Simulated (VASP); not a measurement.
## TlNiF4: single point with PBE

The system is TlNiF4.

```xyz
6
Lattice="3.5903 0.0000 0.0000 0.0000 3.5903 0.0000 0.0000 0.0000 6.3102" Properties=species:S:1:pos:R:3 pbc="T T T"
Tl    1.7952    1.7952    3.1551
Ni    0.0000    0.0000    0.0000
F     1.7952    0.0000    0.0000
F     0.0000    1.7952    0.0000
F     0.0000    0.0000    1.7271
F     0.0000    0.0000    4.5831
```

```yaml
Program: VASP 6.6.1
Task: single point
Functional: PBE
Potentials_or_basis: VASP PAW PBE potentials, release 64 (Tl_d, Ni_sv_GW, F)
Cutoff: 700 eV
k_mesh: 5 × 5 × 3
Occupations: fermi-dirac, width 0.1 eV
Spin: no spin polarisation
```

```
Pressure               : 16.5 GPa
Largest force          : 2.510 eV/Å
Band gap on the k mesh : zero (an odd number of electrons rules out a gap without spin polarisation)
```

Forces on the atoms (eV/Å):
```
Tl   0.000  0.000  0.000
Ni   0.000  0.000  0.000
F    0.000  0.000  0.000
F    0.000  0.000  0.000
F    0.000  0.000  2.510
F    0.000  0.000 -2.510
```

Stress tensor (GPa, compression positive):
```
16.22  0.00  0.00
 0.00 16.22  0.00
 0.00  0.00 16.96
```

Levels at points of the mesh, in eV from the Fermi level:
```
           k point  band 28  band 29  band 30  band 31  band 32  band 33
(0.00, 0.00, 0.00)    -1.47    -1.47    -1.46    -0.10     3.86     8.09
```

It took 73 s on 1 thread of Intel(R) Xeon(R) Platinum 8259CL CPU @ 2.50GHz (Skylake/Cascade Lake) (shared host), peak memory 0.26 GiB.

Caveat: the cell stands under pressure; spin-orbit coupling is left out, which moves the levels of the heavy elements; an odd number of electrons without spin polarisation forces a metal; a magnetic or distorted state may lie lower; the run has no spin polarisation, though such a crystal can be magnetic; semilocal functionals often make such compounds metallic where correlation or magnetic order opens a gap, which also shifts bond lengths. Spin polarisation is off, so any magnetic state and its effect on volume and gap are missing.
